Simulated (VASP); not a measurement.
# Te2Mo (P2_1/m) in VASP: further runs, part 2 of 2

VASP 6.6.1.

## 3. Single point, PBE

This run uses another cell than the first one, of 23.78 Å³/atom, 0.904 times its volume.

Input file INCAR:

```
ALGO     = Normal         # electronic algorithm
EDIFF    = 1E-6           # SCF threshold, eV
ENCUT    = 520            # plane-wave cutoff, eV
GGA      = PE             # functional
ISIF     = 2              # what is computed and relaxed
ISMEAR   = -1             # smearing method
LASPH    = True           # aspherical terms in the spheres
LCHARG   = False          # write CHGCAR
LREAL    = False          # projectors in reciprocal space
LWAVE    = False          # write WAVECAR
NBANDS   = 64             # bands
NELM     = 80             # most SCF steps
PREC     = Accurate       # precision mode
SIGMA    = 0.05           # smearing width, eV
```

Input file KPOINTS:

```
k-points
0
Gamma
  4 8 2
```

Input file POSCAR:

```
Te2Mo
1.0
    6.2007800682      0.0000000000      0.0000000000
    0.0000000000      3.3981842111      0.0000000000
   -0.9274669445      0.0000000000     13.5453481849
Te Mo
8 4
Direct
    0.9437000000      0.7500000000      0.6045000000
    0.0563000000      0.2500000000      0.3955000000
    0.9030000000      0.2500000000      0.8514000000
    0.0970000000      0.7500000000      0.1486000000
    0.4112000000      0.7500000000      0.8955000000
    0.5888000000      0.2500000000      0.1045000000
    0.4432000000      0.2500000000      0.6484000000
    0.5568000000      0.7500000000      0.3516000000
    0.8167000000      0.7500000000      0.9926000000
    0.1833000000      0.2500000000      0.0074000000
    0.6819000000      0.2500000000      0.4934000000
    0.3181000000      0.7500000000      0.5066000000
```

Potentials or basis: VASP PAW PBE potentials, release 64 (Te, Mo_sv).

On the command line:

```bash
$ cat potpaw_PBE.64/Te/POTCAR potpaw_PBE.64/Mo_sv/POTCAR > POTCAR
$ mpirun -np 1 vasp_std > vasp.out
```

OUTCAR:

```text
EDIFF = 1E-6
   ENCUT = 520
   GGA = PE
   ISIF = 2
   ISMEAR = -1
   LASPH = True
   LREAL = False
   NELM = 80
   PREC = Accurate

 ion  position               nearest neighbor table
   1  0.944  0.750  0.605-  11 2.73  11 2.73  12 2.75   2 3.42   2 3.42   7 3.55   7 3.55   7 3.62
                             7 3.62
   2  0.056  0.250  0.395-  12 2.73  12 2.73  11 2.75   1 3.42   1 3.42   8 3.55   8 3.55   8 3.62
                             8 3.62
   3  0.903  0.250  0.851-   9 2.64   9 2.64  10 2.65   5 3.58   5 3.58   5 3.59   5 3.59
   4  0.097  0.750  0.149-  10 2.64  10 2.64   9 2.65   6 3.58   6 3.58   6 3.59   6 3.59
   5  0.411  0.750  0.895-  10 2.74  10 2.74   9 2.76   6 3.42   6 3.42   3 3.58   3 3.58   3 3.59
                             3 3.59
   6  0.589  0.250  0.105-   9 2.74   9 2.74  10 2.76   5 3.42   5 3.42   4 3.58   4 3.58   4 3.59
                             4 3.59
   7  0.443  0.250  0.648-  12 2.64  12 2.64  11 2.65   1 3.55   1 3.55   1 3.62   1 3.62
   8  0.557  0.750  0.352-  11 2.64  11 2.64  12 2.65   2 3.55   2 3.55   2 3.62   2 3.62
   9  0.817  0.750  0.993-   3 2.64   3 2.64   4 2.65   6 2.74   6 2.74   5 2.76  10 2.83  10 2.83
[... 1831 lines left out ...]

------------------------ aborting loop because EDIFF is reached ----------------------------------------

  FORCE on cell =-STRESS in cart. coord.  units (eV):
  Direction    XX          YY          ZZ          XY          YZ          ZX
  --------------------------------------------------------------------------------------
  -------------------------------------------------------------------------------------
  Total       18.6492270     16.7448221     17.5740473      0.0000000      0.0000000      0.1375127
  in kB      104.6858535     93.9956381     98.6504235      0.0000000      0.0000000      0.7719160
  external PRESSURE =      99.1106384 kB  Pullay stress =       0.0000000 kB

 VOLUME and BASIS-vectors are now :
 -----------------------------------------------------------------------------
  energy-cutoff  :      520.00
  volume of cell :      285.42
      direct lattice vectors                 reciprocal lattice vectors
     6.200780068  0.000000000  0.000000000     0.161270032  0.000000000  0.011042361
     0.000000000  3.398184211  0.000000000     0.000000000  0.294274806  0.000000000
    -0.927466945  0.000000000 13.545348185     0.000000000  0.000000000  0.073826083

 POSITION                                       TOTAL-FORCE (eV/Angst)
 -----------------------------------------------------------------------------------
      5.29102      2.54864      8.18816         0.155021      0.000000      0.655395
     -0.01771      0.84955      5.35719        -0.155021      0.000000     -0.655395
      4.80966      0.84955     11.53251        -0.005126      0.000000     -1.193019
      0.46365      2.54864      2.01284         0.005126     -0.000000      1.193019
      1.71921      2.54864     12.12986         0.122497      0.000000     -0.600627
      3.55410      0.84955      1.41549        -0.122497      0.000000      0.600627
      2.14682      0.84955      8.78280        -0.038135      0.000000      1.144543
      3.12650      2.54864      4.76254         0.038135      0.000000     -1.144543
      4.14357      2.54864     13.44511        -0.176735      0.000000      0.107503
      1.12974      0.84955      0.10024         0.176735      0.000000     -0.107503
      3.77070      0.84955      6.68327         0.048644      0.000000      0.150430
      1.50261      2.54864      6.86207        -0.048644      0.000000     -0.150430
 -----------------------------------------------------------------------------------
    total drift:                               -0.000000      0.000000      0.000000

  FREE ENERGIE OF THE ION-ELECTRON SYSTEM (eV)
  ---------------------------------------------------
  free  energy   TOTEN  =       -71.1174804508 eV

  energy  without entropy=      -71.0837509833  energy(sigma->0) =      -71.10061572
```

OSZICAR:

```text
N       E                     dE             d eps       ncg     rms          rms(c)
DAV:   1     0.888239437280E+03    0.88824E+03   -0.53533E+04  4352   0.147E+03
DAV:   2    -0.154413702903E+02   -0.90368E+03   -0.87913E+03  4680   0.354E+02
DAV:   3    -0.714166146465E+02   -0.55975E+02   -0.54411E+02  4616   0.763E+01
[... 12 lines left out ...]
DAV:  16    -0.711174978887E+02    0.59948E-05   -0.99473E-06  4232   0.112E-02    0.137E-01
DAV:  17    -0.711174894972E+02    0.83915E-05   -0.58997E-06  3848   0.895E-03    0.102E-01
DAV:  18    -0.711174821872E+02    0.73100E-05   -0.10064E-05  4344   0.111E-02    0.328E-02
DAV:  19    -0.711174811124E+02    0.10748E-05   -0.14149E-06  2368   0.461E-03    0.177E-02
DAV:  20    -0.711174804508E+02    0.66160E-06   -0.12868E-06  2480   0.347E-03
   1 F= -.71117480E+02 E0= -.71100616E+02  d E =-.337295E-01
```

It took 13 min on 1 thread of Intel Xeon Platinum 8488C (Sapphire Rapids), shared host; peak memory 0.65 GiB.

Results:

```yaml
Free_energy: -71.1175 eV
Pressure: 9.9 GPa
Largest_force: 1.193 eV/Å
Band_gap_on_the_k_mesh: zero (band 52 reaches 9.26 eV, above the bottom of band 53 at 8.96 eV)
```

Forces in eV/Å, atoms in the order of the input:
```
Te   0.155  0.000  0.655
Te  -0.155  0.000 -0.655
Te  -0.005  0.000 -1.193
Te   0.005  0.000  1.193
Te   0.122  0.000 -0.601
Te  -0.122  0.000  0.601
Te  -0.038  0.000  1.145
Te   0.038  0.000 -1.145
Mo  -0.177  0.000  0.108
Mo   0.177  0.000 -0.108
Mo   0.049  0.000  0.150
Mo  -0.049  0.000 -0.150
```

Stress tensor (GPa, compression positive):
```
10.47  0.00  0.08
 0.00  9.40  0.00
 0.08  0.00  9.87
```

Levels at points of the mesh, in eV from the Fermi level:
```
           k point  band 48  band 49  band 50  band 51  band 52  band 53  band 54  band 55  band 56  band 57
(0.00, 0.00, 0.00)    -0.52    -0.47    -0.12     0.11     0.16     0.43     0.72     1.00     1.09     1.11
(0.50, 0.00, 0.00)    -0.99    -0.97    -0.89    -0.65    -0.55    -0.15    -0.07     1.01     1.03     1.53
(0.00, 0.50, 0.00)    -1.89    -1.63    -1.63    -1.54    -1.54     1.03     1.03     1.24     1.24     1.33
(0.50, 0.50, 0.00)    -1.93    -1.16    -1.16    -1.06    -1.06     1.07     1.07     1.16     1.16     1.84
(0.00, 0.00, 0.50)    -0.70    -0.04     0.00     0.00     0.01     0.44     0.58     1.01     1.08     1.55
(0.50, 0.00, 0.50)    -0.98    -0.97    -0.89    -0.68    -0.40    -0.09    -0.03     0.97     1.07     1.41
(0.00, 0.50, 0.50)    -1.86    -1.69    -1.69    -1.57    -1.57     1.00     1.00     1.24     1.24     1.36
(0.50, 0.50, 0.50)    -1.93    -1.15    -1.15    -1.05    -1.05     1.09     1.09     1.12     1.12     1.73
```

Caveat: spin-orbit coupling is left out, which moves the levels of the heavy elements; forces of over 1 eV/Å act on the atoms, so gaps and moduli don't describe the material at rest.

## 4. Single point, PBE

This run uses another cell than the first one, of 24.29 Å³/atom, 0.923 times its volume.

Input file INCAR:

```
SYSTEM = Te2Mo
PREC = Accurate
ENCUT = 520
EDIFF = 1E-7
ISMEAR = -1
SIGMA = 0.05
LREAL = .False.
LASPH = .True.
NELM = 60
ALGO = Normal
ISIF = 2
LWAVE = .False.
LCHARG = .False.
GGA = PE
NBANDS = 64
```

Input file KPOINTS:

```
regular mesh
0
Gamma
  4 8 2
  0 0 0
```

POSCAR, as its differences from that of step 3:

```diff
@@ -2,5 +2,5 @@
 1.0
-    6.2007800682      0.0000000000      0.0000000000
-    0.0000000000      3.3981842111      0.0000000000
-   -0.9274669445      0.0000000000     13.5453481849
+    6.2444489722      0.0000000000      0.0000000000
+    0.0000000000      3.4221158743      0.0000000000
+   -0.9339986171      0.0000000000     13.6407411037
 Te Mo
```

Potentials or basis: VASP PAW PBE potentials, release 64 (Te, Mo_sv).

On the command line:

```bash
$ cat potpaw_PBE.64/Te/POTCAR potpaw_PBE.64/Mo_sv/POTCAR > POTCAR
$ mpirun -np 1 vasp_std > vasp.out
```

OUTCAR:

```text
SYSTEM = Te2Mo
   PREC = Accurate
   ENCUT = 520
   EDIFF = 1E-7
   ISMEAR = -1
   LREAL = .False.
   LASPH = .True.
   NELM = 60
   ISIF = 2
   GGA = PE

 ion  position               nearest neighbor table
   1  0.944  0.750  0.605-  11 2.75  11 2.75  12 2.77   2 3.44   2 3.44   7 3.57   7 3.57   7 3.65
                             7 3.65
   2  0.056  0.250  0.395-  12 2.75  12 2.75  11 2.77   1 3.44   1 3.44   8 3.57   8 3.57   8 3.65
                             8 3.65
   3  0.903  0.250  0.851-   9 2.66   9 2.66  10 2.67   5 3.60   5 3.60   5 3.62   5 3.62
   4  0.097  0.750  0.149-  10 2.66  10 2.66   9 2.67   6 3.60   6 3.60   6 3.62   6 3.62
   5  0.411  0.750  0.895-  10 2.76  10 2.76   9 2.78   6 3.45   6 3.45   3 3.60   3 3.60   3 3.62
                             3 3.62
   6  0.589  0.250  0.105-   9 2.76   9 2.76  10 2.78   5 3.45   5 3.45   4 3.60   4 3.60   4 3.62
                             4 3.62
   7  0.443  0.250  0.648-  12 2.66  12 2.66  11 2.67   1 3.57   1 3.57   1 3.65   1 3.65
   8  0.557  0.750  0.352-  11 2.66  11 2.66  12 2.67   2 3.57   2 3.57   2 3.65   2 3.65
   9  0.817  0.750  0.993-   3 2.66   3 2.66   4 2.67   6 2.76   6 2.76   5 2.78  10 2.85  10 2.85

[... 1832 lines left out ...]

  FORCE on cell =-STRESS in cart. coord.  units (eV):
  Direction    XX          YY          ZZ          XY          YZ          ZX
  --------------------------------------------------------------------------------------
  -------------------------------------------------------------------------------------
  Total       13.9059668     12.3930277     12.9290502      0.0000000      0.0000000      0.1473936
  in kB       76.4337155     68.1178930     71.0641241      0.0000000      0.0000000      0.8101443
  external PRESSURE =      71.8719108 kB  Pullay stress =       0.0000000 kB

 VOLUME and BASIS-vectors are now :
 -----------------------------------------------------------------------------
  energy-cutoff  :      520.00
  volume of cell :      291.49
      direct lattice vectors                 reciprocal lattice vectors
     6.244448972  0.000000000  0.000000000     0.160142233  0.000000000  0.010965139
     0.000000000  3.422115874  0.000000000     0.000000000  0.292216873  0.000000000
    -0.933998617  0.000000000 13.640741104     0.000000000  0.000000000  0.073309800

 POSITION                                       TOTAL-FORCE (eV/Angst)
 -----------------------------------------------------------------------------------
      5.32828      2.56659      8.24583         0.125624     -0.000000      0.445025
     -0.01783      0.85553      5.39491        -0.125624     -0.000000     -0.445025
      4.84353      0.85553     11.61373        -0.005582     -0.000000     -0.820155
      0.46692      2.56659      2.02701         0.005582      0.000000      0.820155
      1.73132      2.56659     12.21528         0.097930      0.000000     -0.397272
      3.57913      0.85553      1.42546        -0.097930     -0.000000      0.397272
      2.16194      0.85553      8.84466        -0.029846     -0.000000      0.774450
      3.14852      2.56659      4.79608         0.029846      0.000000     -0.774450
      4.17275      2.56659     13.53980        -0.084955     -0.000000      0.078156
      1.13770      0.85553      0.10094         0.084955     -0.000000     -0.078156
      3.79725      0.85553      6.73034        -0.029172     -0.000000      0.108270
      1.51320      2.56659      6.91040         0.029172      0.000000     -0.108270
 -----------------------------------------------------------------------------------
    total drift:                               -0.000000      0.000000      0.000000

  FREE ENERGIE OF THE ION-ELECTRON SYSTEM (eV)
  ---------------------------------------------------
  free  energy   TOTEN  =       -71.4413956059 eV

  energy  without entropy=      -71.4071046950  energy(sigma->0) =      -71.42425015
```

stdout:

```text
POSCAR found type information on POSCAR TeMo
 POSCAR found :  2 types and      12 ions
 scaLAPACK will be used
 LDA part: xc-table for (Slater+PW92), standard interpolation
 POSCAR, INCAR and KPOINTS ok, starting setup
 FFT: planning ... GRIDC
 FFT: planning ... GRID_SOFT
 FFT: planning ... GRID
 WAVECAR not read
 entering main loop
```

Run time: 16 min. Hardware: 1 thread of Intel Xeon Platinum 8488C (Sapphire Rapids), shared host; peak memory 0.63 GiB.

Results:

| Property | Result |
| --- | --- |
| Free energy | -71.4414 eV |
| Pressure | 7.2 GPa |
| Largest force | 0.820 eV/Å |
| Band gap on the k mesh | zero (band 52 reaches 8.95 eV, above the bottom of band 53 at 8.68 eV) |

Forces on the atoms (eV/Å):
```
Te   0.126  0.000  0.445
Te  -0.126  0.000 -0.445
Te  -0.006  0.000 -0.820
Te   0.006  0.000  0.820
Te   0.098  0.000 -0.397
Te  -0.098  0.000  0.397
Te  -0.030  0.000  0.774
Te   0.030  0.000 -0.774
Mo  -0.085  0.000  0.078
Mo   0.085  0.000 -0.078
Mo  -0.029  0.000  0.108
Mo   0.029  0.000 -0.108
```

Stress tensor (GPa, compression positive):
```
7.64 0.00 0.08
0.00 6.81 0.00
0.08 0.00 7.11
```

Levels at points of the mesh, in eV from the Fermi level:
```tsv
k point	band 49	band 50	band 51	band 52	band 53	band 54	band 55	band 56
(0.00, 0.00, 0.00)	-0.45	-0.12	0.11	0.14	0.43	0.71	0.96	1.06
(0.50, 0.00, 0.00)	-0.94	-0.87	-0.65	-0.55	-0.12	-0.05	0.97	0.99
(0.00, 0.50, 0.00)	-1.59	-1.59	-1.51	-1.51	1.03	1.03	1.22	1.22
(0.50, 0.50, 0.00)	-1.13	-1.13	-1.03	-1.03	1.05	1.05	1.13	1.13
(0.00, 0.00, 0.50)	-0.05	-0.01	-0.01	0.00	0.45	0.57	0.98	1.05
(0.50, 0.00, 0.50)	-0.94	-0.86	-0.67	-0.40	-0.07	-0.01	0.93	1.02
(0.00, 0.50, 0.50)	-1.65	-1.65	-1.54	-1.54	1.01	1.01	1.21	1.21
(0.50, 0.50, 0.50)	-1.12	-1.12	-1.02	-1.02	1.07	1.07	1.09	1.09
```

Caveat: spin-orbit coupling is left out, which moves the levels of the heavy elements.

## 5. The runs side by side

| level | cell | gap on the mesh (eV) | pressure (GPa) | largest force (eV/Å) |
| --- | --- | --- | --- | --- |
| BLYP | a = 6.413, b = 3.515, c = 14.042 Å, angles 90.0, 93.9, 90.0°, 12 atoms | none | 4.7 | 0.22 |
| PBE | a = 6.201, b = 3.398, c = 13.577 Å, angles 90.0, 93.9, 90.0°, 12 atoms | none | 9.9 | 1.19 |
| PBE | a = 6.244, b = 3.422, c = 13.673 Å, angles 90.0, 93.9, 90.0°, 12 atoms | none | 7.2 | 0.82 |

Alike in all rows: task single point; potentials or basis VASP PAW PBE potentials, release 64 (Te, Mo_sv); no spin polarisation; k mesh 4 × 8 × 2; cutoff (eV) 520; smearing fermi-dirac 0.05 eV.

Caveats: spin-orbit coupling is left out, which moves the levels of the heavy elements; the PAW data sets were made with another functional, which shifts forces and pressure a little (some runs); forces of over 1 eV/Å act on the atoms, so gaps and moduli don't describe the material at rest (some runs).

Absolute energies hang on the potentials; compare differences alone.
